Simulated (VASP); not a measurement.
# KMgF3: single point with LDA

KMgF3:

```
K Mg F
1.0
     3.98590    0.00000    0.00000
     0.00000    3.98590    0.00000
     0.00000    0.00000    3.98590
K Mg F
1 1 3
Direct
  0.50000 0.50000 0.50000
  0.00000 0.00000 0.00000
  0.50000 0.93347 0.93347
  0.00000 0.43347 0.93347
  0.00000 0.93347 0.43347
```

This cell differs from its parent crystal: all F atoms moved +0.375 Å, as atom 3 towards its neighbour atom 1 (K) at 2.818 Å.

```json
{
  "Program": "VASP 6.6.1",
  "Task": "single point",
  "Functional": "LDA",
  "Potentials or basis": "VASP PAW LDA potentials, release 64 (K_sv, Mg, F)",
  "Cutoff": "520 eV",
  "k mesh": "6 × 6 × 6",
  "Occupations": "gaussian, width 0.05 eV",
  "Spin": "no spin polarisation"
}
```

```
Pressure               : 1.7 GPa
Largest force          : 3.529 eV/Å
Band gap on the k mesh : 6.88 eV (least direct gap 7.21 eV)
```

Forces in eV/Å, atoms in the order of the input:
```
K    0.000 -0.340 -0.340
Mg   0.000 -2.495 -2.495
F    0.000  0.472  0.472
F    0.000  2.363  0.000
F    0.000  0.000  2.363
```

Stress tensor (GPa, compression positive):
```
-5.29  0.00  0.00
 0.00  5.16 -1.85
 0.00 -1.85  5.16
```

Levels at points of the mesh, in eV from the valence-band top:
```csv
k point,band 14,band 15,band 16,band 17,band 18,band 19
"(0.00, 0.00, 0.00)",-0.38,-0.35,-0.32,6.88,10.01,10.02
"(0.50, 0.00, 0.00)",-0.76,-0.72,-0.57,9.59,9.93,10.94
"(0.00, 0.50, 0.00)",-0.86,-0.58,-0.49,9.60,10.02,11.05
"(0.50, 0.50, 0.00)",-0.88,-0.79,-0.04,10.50,11.23,11.77
"(0.00, 0.50, 0.50)",-0.82,-0.81,-0.10,10.19,11.63,11.88
"(0.50, 0.50, 0.50)",-0.11,-0.07,0.00,10.22,10.27,10.40
```

Run time: 36 s on 1 thread of Intel(R) Xeon(R) Platinum 8488C (Sapphire Rapids), on a shared host, peak memory 0.2 GiB.

Caveat: the cell differs from its parent crystal (all F atoms moved +0.375 Å, as atom 3 towards its neighbour atom 1 (K) at 2.818 Å); the stress differs along the axes, from -5 to 5 GPa; forces of over 1 eV/Å act on the atoms, so gaps and moduli don't describe the material at rest. A k mesh can miss the band edges.
